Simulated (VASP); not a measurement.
# Ru4N (Pm-3m) in VASP: further runs

Ru4N is run at these levels: PBE; tasks: single point, relaxation of cell and atoms.

Everything below comes from runs of VASP 6.6.1. Logs are shortened: lines on timing, memory, paths and dates and some standing lists are left out, and cuts for length are marked.

## (1) The cell of the first run

It takes space group Pm-3m (No. 221, cubic). The conventional cell has a = 4.576 Å, b = 4.576 Å, c = 4.576 Å, α = 90.00°, β = 90.00°, γ = 90.00°. Within 3.0 Å of Ru (site symmetry m-3m) lie 6 Ru at 2.29 Å. Within 3.0 Å of Ru (site symmetry 4/mmm) lie 2 Ru at 2.29 Å. N (site symmetry m-3m) has 20 Ru at 3.24 to 3.96 Å within 4.3 Å.

The cell was built from a structure type or drawn by symmetry, and may not be a known phase.

## (2) Single point, PBE

Input file INCAR:

```
PREC = Accurate ; ENCUT = 520
EDIFF = 1E-7 ; ISMEAR = 0
SIGMA = 0.1 ; LREAL = F
LASPH = T ; NELM = 60
ALGO = Normal ; ISIF = 2
LWAVE = F ; LCHARG = F
GGA = PE ; NBANDS = 38
```

Input file KPOINTS:

```
Automatic mesh
0
Gamma
  8 8 8
```

Input file POSCAR:

```
Ru4N
1.0
    4.5760460446      0.0000000000      0.0000000000
    0.0000000000      4.5760460446      0.0000000000
    0.0000000000      0.0000000000      4.5760460446
Ru N
4 1
Direct
    0.5000000000      0.5000000000      0.5000000000
    0.0000000000      0.5000000000      0.5000000000
    0.5000000000      0.0000000000      0.5000000000
    0.5000000000      0.5000000000      0.0000000000
    0.0000000000      0.0000000000      0.0000000000
```

Potentials or basis: VASP PAW PBE potentials, release 64 (Ru_pv, N).

The run is started by

```
cat potpaw_PBE.64/Ru_pv/POTCAR potpaw_PBE.64/N/POTCAR > POTCAR
mpirun -np 1 vasp_std > vasp.out
```

OUTCAR:

```text
PREC = Accurate
   ENCUT = 520
   EDIFF = 1E-7
   ISMEAR = 0
   LREAL = F
   LASPH = T
   NELM = 60
   ISIF = 2
   GGA = PE

 ion  position               nearest neighbor table
   1  0.500  0.500  0.500-   2 2.29   3 2.29   4 2.29   4 2.29   3 2.29   2 2.29
   2  0.000  0.500  0.500-   1 2.29   1 2.29   4 3.24   4 3.24   3 3.24   3 3.24   3 3.24   4 3.24
                             4 3.24   3 3.24
   3  0.500  0.000  0.500-   1 2.29   1 2.29   4 3.24   4 3.24   2 3.24   2 3.24   4 3.24   4 3.24
                             2 3.24   2 3.24
   4  0.500  0.500  0.000-   1 2.29   1 2.29   3 3.24   2 3.24   2 3.24   3 3.24   3 3.24   3 3.24
                             2 3.24   2 3.24
   5  0.000  0.000  0.000-

  LATTYP: Found a simple cubic cell.
 ALAT       =     4.5760460446

  Lattice vectors:

 A1 = (   4.5760460446,   0.0000000000,   0.0000000000)
 A2 = (   0.0000000000,   4.5760460446,   0.0000000000)
 A3 = (   0.0000000000,   0.0000000000,   4.5760460446)

Analysis of symmetry for initial positions (statically):
=====================================================================
 Subroutine PRICEL returns:
 Original cell was already a primitive cell.

 Routine SETGRP: Setting up the symmetry group for a
 simple cubic supercell.

 Subroutine GETGRP returns: Found 48 space group operations
 (whereof 48 operations were pure point group operations)
 out of a pool of 48 trial point group operations.

The static configuration has the point symmetry O_h .

Analysis of symmetry for dynamics (positions and initial velocities):
=====================================================================
 Subroutine PRICEL returns:
 Original cell was already a primitive cell.

 Routine SETGRP: Setting up the symmetry group for a
 simple cubic supercell.

 Subroutine GETGRP returns: Found 48 space group operations
 (whereof 48 operations were pure point group operations)
 out of a pool of 48 trial point group operations.

The dynamic configuration has the point symmetry O_h .

 Subroutine INISYM returns: Found 48 space group operations
 (whereof 48 operations are pure point group operations),
 and found     1 'primitive' translations

----------------------------------------------------------------------------------------

                                     Primitive cell

  volume of cell :      95.8233

  direct lattice vectors                    reciprocal lattice vectors
     4.576046045  0.000000000  0.000000000     0.218529270  0.000000000  0.000000000
     0.000000000  4.576046045  0.000000000     0.000000000  0.218529270  0.000000000
     0.000000000  0.000000000  4.576046045     0.000000000  0.000000000  0.218529270

  length of vectors
     4.576046045  4.576046045  4.576046045     0.218529270  0.218529270  0.218529270

  position of ions in fractional coordinates (direct lattice)
     0.500000000  0.500000000  0.500000000
     0.000000000  0.500000000  0.500000000
     0.500000000  0.000000000  0.500000000
     0.500000000  0.500000000  0.000000000
     0.000000000  0.000000000  0.000000000

  ion indices of the primitive-cell ions
   primitive index   ion index
                 1           1
                 2           2
                 3           3
                 4           4
                 5           5

----------------------------------------------------------------------------------------

 KPOINTS: Automatic mesh

Automatic generation of k-mesh.
 Grid dimensions read from file:
 generate k-points for:    8    8    8

 Generating k-lattice:

  Cartesian coordinates                     Fractional coordinates (reciprocal lattice)
     0.027316159  0.000000000  0.000000000     0.125000000  0.000000000  0.000000000
     0.000000000  0.027316159  0.000000000     0.000000000  0.125000000  0.000000000
     0.000000000  0.000000000  0.027316159     0.000000000  0.000000000  0.125000000

  Length of vectors
     0.027316159  0.027316159  0.027316159

  Shift w.r.t. Gamma in fractional coordinates (k-lattice)
     0.000000000  0.000000000  0.000000000

 Subroutine IBZKPT returns following result:
 ===========================================

 Found     35 irreducible k-points:

 Following reciprocal coordinates:
            Coordinates               Weight
  0.000000  0.000000  0.000000      1.000000
  0.125000  0.000000  0.000000      6.000000
  0.250000  0.000000  0.000000      6.000000
  0.375000  0.000000  0.000000      6.000000
  0.500000  0.000000  0.000000      3.000000
  0.125000  0.125000  0.000000     12.000000
[... 16 lines left out ...]
  0.375000  0.375000  0.125000     24.000000
  0.500000  0.375000  0.125000     24.000000
 [... further k-points ...]
   k-points           NKPTS =     35   k-points in BZ     NKDIM =     35   number of bands    NBANDS=     38
   number of dos      NEDOS =    301   number of ions     NIONS =      5
   total plane-waves  NPLWV =  46656
   dimension x,y,z NGX =    36 NGY =   36 NGZ =   36
   dimension x,y,z NGXF=    72 NGYF=   72 NGZF=   72
   ions per type =               4   1
   NGX,Y,Z   is equivalent  to a cutoff of  13.08, 13.08, 13.08 a.u.
   NGXF,Y,Z  is equivalent  to a cutoff of  26.16, 26.16, 26.16 a.u.
 SYSTEM =  unknown system
   PREC   = accura    normal or accurate (medium, high low for compatibility)
   ISTART =      0    job   : 0-new  1-cont  2-samecut
   ICHARG =      2    charge: 1-file 2-atom 10-const
   ISPIN  =      1    spin polarized calculation?
   LNONCOLLINEAR =      F non collinear calculations
   LSORBIT =      F    spin-orbit coupling
   LASPH  =      T    aspherical Exc in radial PAW
   ENCUT  =  520.0 eV  38.22 Ry    6.18 a.u.   8.51  8.51  8.51*2*pi/ulx,y,z
   NELM   =     60;   NELMIN=  2; NELMDL= -5     # of ELM steps
   EDIFF  = 0.1E-06   stopping-criterion for ELM
   LREAL  =      F    real-space projection
   EDIFFG = 0.1E-05   stopping-criterion for IOM
   NSW    =      0    number of steps for IOM
   IBRION =     -1    ionic relax: 0-MD 1-quasi-New 2-CG
   NFREE  =      0    steps in history (QN), initial steepest desc. (CG)
   ISIF   =      2    stress and relaxation
   ISYM   =      2    0-nonsym 1-usesym 2-fastsym
   POTIM  = 0.5000    time-step for ionic-motion
   TEBEG  =    0.0;   TEEND  =   0.0 temperature during run
   PSTRESS=    0.0 pullay stress
   NELECT =      61.0000    total number of electrons
   NUPDOWN=      -1.0000    fix difference up-down
   EMIN   =  10.00;   EMAX   =-10.00  energy-range for DOS
   EFERMI =   0.00;   METHOD = LEGACY
   ISMEAR =     0;   SIGMA  =   0.10  broadening in eV -4-tet -1-fermi 0-gaus
   EFERMI_NEDOS =   21; number of points for ismear=-14 and -15
   IALGO  =     38    algorithm
   IMIX   =      4    mixing-type and parameters
     AMIX     =   0.40;   BMIX     =  1.00
     AMIX_MAG =   1.60;   BMIX_MAG =  1.00
  volume/ion in A,a.u.               =      19.16       129.33
  Fermi-wavevector in a.u.,A,eV,Ry     =   1.408297  2.661296 26.984458  1.983302
  Thomas-Fermi vector in A             =   2.530469
   LORBIT       =      0    0 simple, 1 ext, 2 COOP (PROOUT), +10 PAW based schemes
   GGA     = PE    functional components
   LHFCALC =     F    Hartree Fock is set to
   AEXX    =    0.0000 exact exchange contribution
   IVDW    =     0    specifies the selected vdW correction
   LEPSILON=     F    determine dielectric tensor
   LRPA    =     F    only Hartree local field effects (RPA)
 non-spin polarized calculation
 Gauss-broadening in eV      SIGMA  =   0.10
  energy-cutoff  :      520.00
  volume of cell :       95.82
 maximum number of plane-waves:      2612
 NGX is ok and might be reduce to    36
   NGX = 17   NGY = 17   NGZ = 17

 number of electron      61.0000029 magnetization

 Free energy of the ion-electron system (eV)
  ---------------------------------------------------
  ext. energy  EPLUGINS =         0.00000000
  ---------------------------------------------------
  free energy    TOTEN  =       -30.61581083 eV

  energy without entropy =      -30.55962740  energy(sigma->0) =      -30.58771911

 E-fermi :   5.7462     XC(G=0): -11.0470

 val. band max:        5.7300873735   @ k =   0.5000   0.3750   0.2500
 cond. band min:       5.7520241415   @ k =   0.2500   0.2500   0.2500
 fundamental gap:      0.0219367679
 Fermi energy:         5.7461577401

 k-point     1 :       0.0000    0.0000    0.0000
  band No.  band energies     occupation
      1     -38.8653      2.00000
      2     -38.8653      2.00000
      3     -38.8653      2.00000
      4     -36.5108      2.00000
      5     -36.5108      2.00000
      6     -36.5108      2.00000
[... 30 lines left out ...]
     37       8.4034      0.00000
     38       9.4665      0.00000

 k-point     2 :       0.1250    0.0000    0.0000
  band No.  band energies     occupation
      1     -38.8644      2.00000
      2     -38.8644      2.00000
      3     -38.7956      2.00000
      4     -36.5585      2.00000
      5     -36.5087      2.00000
      6     -36.5087      2.00000
[... 30 lines left out ...]
     37       8.3819      0.00000
     38       8.9944      0.00000

 k-point     3 :       0.2500    0.0000    0.0000
  band No.  band energies     occupation
      1     -38.8623      2.00000
      2     -38.8623      2.00000
      3     -38.6022      2.00000
      4     -36.7585      2.00000
      5     -36.5030      2.00000
      6     -36.5030      2.00000
[... 30 lines left out ...]
     37       7.7709      0.00000
     38       8.3325      0.00000

 k-point     4 :       0.3750    0.0000    0.0000
  band No.  band energies     occupation
      1     -38.8602      2.00000
      2     -38.8602      2.00000
      3     -38.3455      2.00000
      4     -37.0433      2.00000
      5     -36.4958      2.00000
      6     -36.4958      2.00000
[... 30 lines left out ...]
     37       7.5256      0.00000
     38       8.2868      0.00000
[... 703 lines left out ...]
      4     -37.2050      2.00000
      5     -36.7501      2.00000
      6     -36.5306      2.00000
[... 30 lines left out ...]
     37       7.3711      0.00000
     38       7.6214      0.00000

 k-point    23 :       0.3750    0.3750    0.1250
  band No.  band energies     occupation
      1     -38.7851      2.00000
      2     -38.3398      2.00000
      3     -38.3350      2.00000
      4     -37.0605      2.00000
      5     -37.0217      2.00000
      6     -36.5254      2.00000
[... 30 lines left out ...]
     37       6.9630      0.00000
     38       8.2957      0.00000

 k-point    24 :       0.5000    0.3750    0.1250
  band No.  band energies     occupation
      1     -38.7842      2.00000
      2     -38.3362      2.00000
      3     -38.1878      2.00000
      4     -37.2073      2.00000
      5     -37.0378      2.00000
      6     -36.5203      2.00000
[... 30 lines left out ...]
     37       6.8139      0.00000
     38       8.2398      0.00000

 [... further k-points ...]

------------------------ aborting loop because EDIFF is reached ----------------------------------------

  FORCE on cell =-STRESS in cart. coord.  units (eV):
  Direction    XX          YY          ZZ          XY          YZ          ZX
  --------------------------------------------------------------------------------------
  -------------------------------------------------------------------------------------
  Total        0.1258748      0.1258748      0.1258748     -0.0000000     -0.0000000      0.0000000
  in kB        2.1046421      2.1046421      2.1046421     -0.0000000     -0.0000000      0.0000000
  external PRESSURE =       2.1046421 kB  Pullay stress =       0.0000000 kB

 VOLUME and BASIS-vectors are now :
 -----------------------------------------------------------------------------
  energy-cutoff  :      520.00
  volume of cell :       95.82
      direct lattice vectors                 reciprocal lattice vectors
     4.576046045  0.000000000  0.000000000     0.218529270  0.000000000  0.000000000
     0.000000000  4.576046045  0.000000000     0.000000000  0.218529270  0.000000000
     0.000000000  0.000000000  4.576046045     0.000000000  0.000000000  0.218529270

 POSITION                                       TOTAL-FORCE (eV/Angst)
 -----------------------------------------------------------------------------------
      2.28802      2.28802      2.28802         0.000000      0.000000      0.000000
      0.00000      2.28802      2.28802         0.000000      0.000000      0.000000
      2.28802      0.00000      2.28802         0.000000      0.000000      0.000000
      2.28802      2.28802      0.00000         0.000000      0.000000      0.000000
      0.00000      0.00000      0.00000         0.000000      0.000000      0.000000
 -----------------------------------------------------------------------------------
    total drift:                                0.000000      0.000000      0.000000

  FREE ENERGIE OF THE ION-ELECTRON SYSTEM (eV)
  ---------------------------------------------------
  free  energy   TOTEN  =       -30.6158108266 eV

  energy  without entropy=      -30.5596274029  energy(sigma->0) =      -30.58771911
```

It took 2.2 min on 1 thread of Intel Xeon Platinum 8488C (Sapphire Rapids), shared host; peak memory 0.25 GiB.

What came out:

```
Free energy            : -30.6158 eV
Pressure               : 0.2 GPa
Band gap on the k mesh : zero (an odd number of electrons rules out a gap without spin polarisation)
```

Levels at points of the mesh, in eV from the Fermi level:
```tsv
k point	band 28	band 29	band 30	band 31	band 32	band 33	band 34	band 35
(0.00, 0.00, 0.00)	-0.53	0.08	0.08	0.08	0.52	1.78	1.78	1.78
(0.50, 0.00, 0.00)	-0.70	-0.40	-0.25	0.08	0.37	0.37	1.22	1.22
(0.50, 0.50, 0.00)	-1.13	-0.47	-0.45	-0.08	0.09	0.09	0.60	0.96
(0.50, 0.50, 0.50)	-1.42	-1.14	-1.14	-1.14	-0.31	-0.13	-0.13	0.20
```

## (3) Relaxation of cell and atoms, PBE

Input file INCAR:

```
ALGO = Normal ; EDIFF = 1E-7
EDIFFG = -0.01 ; ENCUT = 600
GGA = PE ; IBRION = 2
ISIF = 3 ; ISMEAR = 0
LASPH = True ; LCHARG = False
LREAL = False ; LWAVE = False
NELM = 60 ; NSW = 100
PREC = Accurate ; SIGMA = 0.1
```

Input file KPOINTS:

```
k-points
0
Gamma
  8 8 8
```

Edit POSCAR of step 2 so:

```diff
@@ -2,5 +2,5 @@
 1.0
-    4.5760460446      0.0000000000      0.0000000000
-    0.0000000000      4.5760460446      0.0000000000
-    0.0000000000      0.0000000000      4.5760460446
+    4.5739784395      0.0000000000      0.0000000000
+    0.0000000000      4.5739784395      0.0000000000
+    0.0000000000      0.0000000000      4.5739784395
 Ru N
```

Potentials or basis: VASP PAW PBE potentials, release 64 (Ru_pv, N).

The run is started by

```
cat potpaw_PBE.64/Ru_pv/POTCAR potpaw_PBE.64/N/POTCAR > POTCAR
mpirun -np 1 vasp_std > vasp.out
```

Wall time 8.6 min (1 thread of Intel Xeon Platinum 8488C (Sapphire Rapids), shared host); peak memory 0.32 GiB.

Results (log left out):

```
Free energy                           : -30.6167 eV
Relaxed volume                        : 19.19 Å³/atom
Relaxed cell                          : a = 4.578 Å, b = 4.578 Å, c = 4.578 Å, α = 90.00°, β = 90.00°, γ = 90.00°
Space group after relaxing (to 0.1 Å) : Pm-3m (No. 221)
Energy gained by relaxing             : 0.0 meV/atom
Ionic steps                           : 3
Pressure after relaxing               : 0.0 GPa
Band gap on the k mesh                : zero (an odd number of electrons rules out a gap without spin polarisation)
```

Step by step:
```tsv
step	energy change (eV)	largest force (eV/Å)	pressure (GPa)	volume (Å³)
1	0.0000	0.0000	0.33	95.69
2	0.0002	0.0000	-0.43	96.25
3	-0.0002	0.0000	0.00	95.93
```

Final structure:
```
Ru N
1.0
     4.57781    0.00000    0.00000
     0.00000    4.57781    0.00000
     0.00000    0.00000    4.57781
Ru N
4 1
Direct
  0.50000 0.50000 0.50000
  0.00000 0.50000 0.50000
  0.50000 0.00000 0.50000
  0.50000 0.50000 0.00000
  0.00000 0.00000 0.00000
```

Levels at points of the mesh, in eV from the Fermi level:
| k point | band 27 | band 28 | band 29 | band 30 | band 31 | band 32 | band 33 | band 34 | band 35 | band 36 |
| --- | --- | --- | --- | --- | --- | --- | --- | --- | --- | --- |
| (0.00, 0.00, 0.00) | -0.53 | -0.53 | 0.08 | 0.08 | 0.08 | 0.52 | 1.77 | 1.77 | 1.77 | 2.65 |
| (0.50, 0.00, 0.00) | -0.88 | -0.70 | -0.40 | -0.25 | 0.08 | 0.37 | 0.37 | 1.22 | 1.22 | 1.45 |
| (0.50, 0.50, 0.00) | -1.32 | -1.13 | -0.47 | -0.44 | -0.08 | 0.09 | 0.09 | 0.60 | 0.95 | 1.18 |
| (0.50, 0.50, 0.50) | -1.41 | -1.41 | -1.14 | -1.14 | -1.14 | -0.31 | -0.13 | -0.13 | 0.20 | 0.20 |
